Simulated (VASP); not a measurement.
# PbO2 (Fm-3m) in VASP: single point with PBEsol

Aim: the single point of PbO2 with PBEsol.

All numbers are computed with VASP 6.6.1; they aren't measurements. Logs are shortened: lines on timing, memory, paths and dates and some standing lists are left out, and cuts for length are marked.

**1. The cell of the first run**

The structure is cubic, space group Fm-3m (No. 225). The conventional cell has a = 5.140 Å, b = 5.140 Å, c = 5.140 Å, α = 90.00°, β = 90.00°, γ = 90.00°. Pb (site symmetry m-3m) has 8 O at 2.23 Å within 2.9 Å. Within 2.9 Å of O (site symmetry -43m) lie 4 Pb at 2.23 Å and 6 O at 2.57 Å.

**2. Single point, PBEsol**

The input, INCAR:

```
SYSTEM = PbO2
  PREC = Accurate
  ENCUT = 520
  EDIFF = 1E-7
  ISMEAR = -1
  SIGMA = 0.05
  LREAL = .False.
  LASPH = .True.
  NELM = 60
  ALGO = Normal
  ISIF = 2
  LWAVE = .False.
  LCHARG = .False.
  GGA = PS
  NBANDS = 20
```

The input, KPOINTS:

```
regular mesh
0
Gamma
  8 8 8
  0 0 0
```

The input, POSCAR:

```
PbO2
1.0
    0.0000000000      2.5700000000      2.5700000000
    2.5700000000      0.0000000000      2.5700000000
    2.5700000000      2.5700000000      0.0000000000
Pb O
1 2
Direct
    0.0000000000      0.0000000000      0.0000000000
    0.2500000000      0.2500000000      0.2500000000
    0.7500000000      0.7500000000      0.7500000000
```

Potentials or basis: VASP PAW PBE potentials, release 64 (Pb_d, O).

Command:

```sh
$ cat potpaw_PBE.64/Pb_d/POTCAR potpaw_PBE.64/O/POTCAR > POTCAR
$ mpirun -np 1 vasp_std > vasp.out
```

OUTCAR:

```text
SYSTEM = PbO2
   PREC = Accurate
   ENCUT = 520
   EDIFF = 1E-7
   ISMEAR = -1
   LREAL = .False.
   LASPH = .True.
   NELM = 60
   ISIF = 2
   GGA = PS

 ion  position               nearest neighbor table
   1  0.000  0.000  0.000-   3 2.23   3 2.23   3 2.23   2 2.23   3 2.23   2 2.23   2 2.23   2 2.23

   2  0.250  0.250  0.250-   1 2.23   1 2.23   1 2.23   1 2.23
   3  0.750  0.750  0.750-   1 2.23   1 2.23   1 2.23   1 2.23

  LATTYP: Found a face centered cubic cell.
 ALAT       =     5.1400000000

  Lattice vectors:

 A1 = (   0.0000000000,   2.5700000000,   2.5700000000)
 A2 = (   2.5700000000,   0.0000000000,   2.5700000000)
 A3 = (   2.5700000000,   2.5700000000,   0.0000000000)

Analysis of symmetry for initial positions (statically):
=====================================================================
 Subroutine PRICEL returns:
 Original cell was already a primitive cell.

 Routine SETGRP: Setting up the symmetry group for a
 face centered cubic supercell.

 Subroutine GETGRP returns: Found 48 space group operations
 (whereof 48 operations were pure point group operations)
 out of a pool of 48 trial point group operations.

The static configuration has the point symmetry O_h .

Analysis of symmetry for dynamics (positions and initial velocities):
=====================================================================
 Subroutine PRICEL returns:
 Original cell was already a primitive cell.

 Routine SETGRP: Setting up the symmetry group for a
 face centered cubic supercell.

 Subroutine GETGRP returns: Found 48 space group operations
 (whereof 48 operations were pure point group operations)
 out of a pool of 48 trial point group operations.

The dynamic configuration has the point symmetry O_h .

 Subroutine INISYM returns: Found 48 space group operations
 (whereof 48 operations are pure point group operations),
 and found     1 'primitive' translations

----------------------------------------------------------------------------------------

                                     Primitive cell

  volume of cell :      33.9492

  direct lattice vectors                    reciprocal lattice vectors
     0.000000000  2.570000000  2.570000000    -0.194552529  0.194552529  0.194552529
     2.570000000  0.000000000  2.570000000     0.194552529 -0.194552529  0.194552529
     2.570000000  2.570000000  0.000000000     0.194552529  0.194552529 -0.194552529

  length of vectors
     3.634528855  3.634528855  3.634528855     0.336974865  0.336974865  0.336974865

  position of ions in fractional coordinates (direct lattice)
     0.000000000  0.000000000  0.000000000
     0.250000000  0.250000000  0.250000000
     0.750000000  0.750000000  0.750000000

  ion indices of the primitive-cell ions
   primitive index   ion index
                 1           1
                 2           2
                 3           3

----------------------------------------------------------------------------------------

 KPOINTS: regular mesh

Automatic generation of k-mesh.
 Grid dimensions read from file:
 generate k-points for:    8    8    8

 Generating k-lattice:

  Cartesian coordinates                     Fractional coordinates (reciprocal lattice)
    -0.024319066  0.024319066  0.024319066     0.125000000  0.000000000  0.000000000
     0.024319066 -0.024319066  0.024319066     0.000000000  0.125000000  0.000000000
     0.024319066  0.024319066 -0.024319066     0.000000000  0.000000000  0.125000000

  Length of vectors
     0.042121858  0.042121858  0.042121858

  Shift w.r.t. Gamma in fractional coordinates (k-lattice)
     0.000000000  0.000000000  0.000000000

 Subroutine IBZKPT returns following result:
 ===========================================

 Found     29 irreducible k-points:

 Following reciprocal coordinates:
            Coordinates               Weight
  0.000000  0.000000  0.000000      1.000000
  0.125000  0.000000  0.000000      8.000000
  0.250000  0.000000  0.000000      8.000000
  0.375000  0.000000  0.000000      8.000000
  0.500000  0.000000  0.000000      4.000000
  0.125000  0.125000  0.000000      6.000000
[... 16 lines left out ...]
  0.500000  0.250000  0.125000     48.000000
 -0.375000  0.250000  0.125000     24.000000
 [... further k-points ...]
   k-points           NKPTS =     29   k-points in BZ     NKDIM =     29   number of bands    NBANDS=     20
   number of dos      NEDOS =    301   number of ions     NIONS =      3
   total plane-waves  NPLWV =  21952
   dimension x,y,z NGX =    28 NGY =   28 NGZ =   28
   dimension x,y,z NGXF=    56 NGYF=   56 NGZF=   56
   ions per type =               1   2
   NGX,Y,Z   is equivalent  to a cutoff of  12.81, 12.81, 12.81 a.u.
   NGXF,Y,Z  is equivalent  to a cutoff of  25.61, 25.61, 25.61 a.u.
 SYSTEM =  PbO2
   PREC   = accura    normal or accurate (medium, high low for compatibility)
   ISTART =      0    job   : 0-new  1-cont  2-samecut
   ICHARG =      2    charge: 1-file 2-atom 10-const
   ISPIN  =      1    spin polarized calculation?
   LNONCOLLINEAR =      F non collinear calculations
   LSORBIT =      F    spin-orbit coupling
   LASPH  =      T    aspherical Exc in radial PAW
   ENCUT  =  520.0 eV  38.22 Ry    6.18 a.u.   6.76  6.76  6.76*2*pi/ulx,y,z
   NELM   =     60;   NELMIN=  2; NELMDL= -5     # of ELM steps
   EDIFF  = 0.1E-06   stopping-criterion for ELM
   LREAL  =      F    real-space projection
   EDIFFG = 0.1E-05   stopping-criterion for IOM
   NSW    =      0    number of steps for IOM
   IBRION =     -1    ionic relax: 0-MD 1-quasi-New 2-CG
   NFREE  =      0    steps in history (QN), initial steepest desc. (CG)
   ISIF   =      2    stress and relaxation
   ISYM   =      2    0-nonsym 1-usesym 2-fastsym
   POTIM  = 0.5000    time-step for ionic-motion
   TEBEG  =    0.0;   TEEND  =   0.0 temperature during run
   PSTRESS=    0.0 pullay stress
   NELECT =      26.0000    total number of electrons
   NUPDOWN=      -1.0000    fix difference up-down
   EMIN   =  10.00;   EMAX   =-10.00  energy-range for DOS
   EFERMI =   0.00;   METHOD = LEGACY
   ISMEAR =    -1;   SIGMA  =   0.05  broadening in eV -4-tet -1-fermi 0-gaus
   EFERMI_NEDOS =   21; number of points for ismear=-14 and -15
   IALGO  =     38    algorithm
   IMIX   =      4    mixing-type and parameters
     AMIX     =   0.40;   BMIX     =  1.00
     AMIX_MAG =   1.60;   BMIX_MAG =  1.00
  volume/ion in A,a.u.               =      11.32        76.37
  Fermi-wavevector in a.u.,A,eV,Ry     =   1.497808  2.830447 30.523704  2.243429
  Thomas-Fermi vector in A             =   2.609648
   LORBIT       =      0    0 simple, 1 ext, 2 COOP (PROOUT), +10 PAW based schemes
   GGA     = PS    functional components
   LHFCALC =     F    Hartree Fock is set to
   AEXX    =    0.0000 exact exchange contribution
   IVDW    =     0    specifies the selected vdW correction
   LEPSILON=     F    determine dielectric tensor
   LRPA    =     F    only Hartree local field effects (RPA)
 non-spin polarized calculation
  energy-cutoff  :      520.00
  volume of cell :       33.95
 maximum number of plane-waves:       941
   NGX = 13   NGY = 13   NGZ = 13

 number of electron      25.9999990 magnetization

 Free energy of the ion-electron system (eV)
  ---------------------------------------------------
  ext. energy  EPLUGINS =         0.00000000
  ---------------------------------------------------
  free energy    TOTEN  =       -16.54306630 eV

  energy without entropy =      -16.54221811  energy(sigma->0) =      -16.54264221

 E-fermi :   7.7174     XC(G=0): -12.2556

 val. band max:        7.6133534665   @ k =  -0.2500   0.5000   0.2500
 cond. band min:       8.0035423358   @ k =   0.1250   0.0000   0.0000
 fundamental gap:      0.3901888693
 Fermi energy:         7.7174260040

 k-point     1 :       0.0000    0.0000    0.0000
  band No.  band energies     occupation
      1     -12.2606      2.00000
      2      -8.3632      2.00000
      3      -8.3632      2.00000
      4      -8.3632      2.00000
      5      -8.3218      2.00000
      6      -7.9019      2.00000
[... 12 lines left out ...]
     19      23.7968      0.00000
     20      23.7968      0.00000

 k-point     2 :       0.1250    0.0000    0.0000
  band No.  band energies     occupation
      1     -12.0969      2.00000
      2      -9.2350      2.00000
      3      -8.3308      2.00000
      4      -8.3308      2.00000
      5      -7.9048      2.00000
      6      -7.9048      2.00000
[... 12 lines left out ...]
     19      23.7077      0.00000
     20      23.7077      0.00000

 k-point     3 :       0.2500    0.0000    0.0000
  band No.  band energies     occupation
      1     -11.6908      2.00000
      2      -9.8776      2.00000
      3      -8.2667      2.00000
      4      -8.2667      2.00000
      5      -7.8950      2.00000
      6      -7.8950      2.00000
[... 12 lines left out ...]
     19      23.5753      0.00000
     20      23.5753      0.00000

 k-point     4 :       0.3750    0.0000    0.0000
  band No.  band energies     occupation
      1     -11.3562      2.00000
      2     -10.0602      2.00000
      3      -8.2310      2.00000
      4      -8.2310      2.00000
      5      -7.8523      2.00000
      6      -7.8523      2.00000
[... 12 lines left out ...]
     19      23.4712      0.00000
     20      23.5393      0.00000

 k-point     5 :       0.5000    0.0000    0.0000
  band No.  band energies     occupation
      1     -11.2967      2.00000
      2      -9.9628      2.00000
      3      -8.2252      2.00000
      4      -8.2252      2.00000
      5      -7.8242      2.00000
      6      -7.8242      2.00000
[... 12 lines left out ...]
     19      23.3824      0.00000
     20      23.3824      0.00000

 k-point     6 :       0.1250    0.1250    0.0000
  band No.  band energies     occupation
      1     -12.0390      2.00000
      2      -9.3939      2.00000
      3      -8.3034      2.00000
      4      -8.3034      2.00000
      5      -7.9307      2.00000
      6      -7.8858      2.00000
[... 12 lines left out ...]
     19      23.5959      0.00000
     20      23.7817      0.00000

 k-point     7 :       0.2500    0.1250    0.0000
  band No.  band energies     occupation
      1     -11.6985      2.00000
      2      -9.9304      2.00000
      3      -8.2349      2.00000
      4      -8.2217      2.00000
      5      -7.9484      2.00000
      6      -7.8677      2.00000
[... 12 lines left out ...]
     19      23.7561      0.00000
     20      24.5287      0.00000
[... 277 lines left out ...]
 k-point    20 :      -0.3750    0.3750    0.0000
  band No.  band energies     occupation
      1     -10.8999      2.00000
      2     -10.5235      2.00000
      3      -8.0815      2.00000
      4      -7.9660      2.00000
      5      -7.8545      2.00000
      6      -7.2655      2.00000
[... 12 lines left out ...]
     19      24.4223      0.00000
     20      24.8691      0.00000

 k-point    21 :       0.5000    0.5000    0.0000
  band No.  band energies     occupation
      1     -10.9922      2.00000
      2     -10.3111      2.00000
      3      -8.1611      2.00000
      4      -7.9072      2.00000
      5      -7.9072      2.00000
      6      -7.7915      2.00000
[... 12 lines left out ...]
     19      23.7309      0.00000
     20      25.6417      0.00000

 k-point    22 :       0.3750    0.2500    0.1250
  band No.  band energies     occupation
      1     -11.3325      2.00000
      2     -10.3134      2.00000
      3      -8.1589      2.00000
      4      -8.1019      2.00000
      5      -7.9536      2.00000
      6      -7.8181      2.00000
[... 12 lines left out ...]
     19      23.7248      0.00000
     20      26.1436      0.00000

 k-point    23 :       0.5000    0.2500    0.1250
  band No.  band energies     occupation
      1     -11.0412      2.00000
      2     -10.4871      2.00000
      3      -8.0995      2.00000
      4      -8.0463      2.00000
      5      -7.8834      2.00000
      6      -7.6042      2.00000
[... 12 lines left out ...]
     19      23.7246      0.00000
     20      25.9317      0.00000

 k-point    24 :      -0.3750    0.2500    0.1250
  band No.  band energies     occupation
      1     -11.0279      2.00000
      2     -10.4190      2.00000
      3      -8.0890      2.00000
      4      -8.0316      2.00000
      5      -7.8504      2.00000
      6      -7.3447      2.00000
[... 12 lines left out ...]
     19      23.7219      0.00000
     20      26.1161      0.00000

 [... further k-points ...]

------------------------ aborting loop because EDIFF is reached ----------------------------------------

  FORCE on cell =-STRESS in cart. coord.  units (eV):
  Direction    XX          YY          ZZ          XY          YZ          ZX
  --------------------------------------------------------------------------------------
  -------------------------------------------------------------------------------------
  Total        4.6648997      4.6648997      4.6648997      0.0000000     -0.0000000      0.0000000
  in kB      220.1524525    220.1524525    220.1524525      0.0000000     -0.0000000      0.0000000
  external PRESSURE =     220.1524525 kB  Pullay stress =       0.0000000 kB

 VOLUME and BASIS-vectors are now :
 -----------------------------------------------------------------------------
  energy-cutoff  :      520.00
  volume of cell :       33.95
      direct lattice vectors                 reciprocal lattice vectors
     0.000000000  2.570000000  2.570000000    -0.194552529  0.194552529  0.194552529
     2.570000000  0.000000000  2.570000000     0.194552529 -0.194552529  0.194552529
     2.570000000  2.570000000  0.000000000     0.194552529  0.194552529 -0.194552529

 POSITION                                       TOTAL-FORCE (eV/Angst)
 -----------------------------------------------------------------------------------
      0.00000      0.00000      0.00000         0.000000      0.000000      0.000000
      1.28500      1.28500      1.28500        -0.000000     -0.000000      0.000000
      3.85500      3.85500      3.85500         0.000000      0.000000     -0.000000
 -----------------------------------------------------------------------------------
    total drift:                                0.000000      0.000000      0.000000

  FREE ENERGIE OF THE ION-ELECTRON SYSTEM (eV)
  ---------------------------------------------------
  free  energy   TOTEN  =       -16.5430663017 eV

  energy  without entropy=      -16.5422181123  energy(sigma->0) =      -16.54264221
```

It took 55 s on 1 thread of AMD EPYC 7R13, shared host; peak memory 0.13 GiB.

What came out:

* Free energy: -16.5431 eV
* Pressure: 22.0 GPa
* Band gap on the k mesh: zero (band 13 reaches 7.61 eV, above the bottom of band 14 at 6.02 eV)

Caveat: the PAW data sets were made with another functional, which shifts forces and pressure a little; spin-orbit coupling is left out, which moves the levels of the heavy elements.
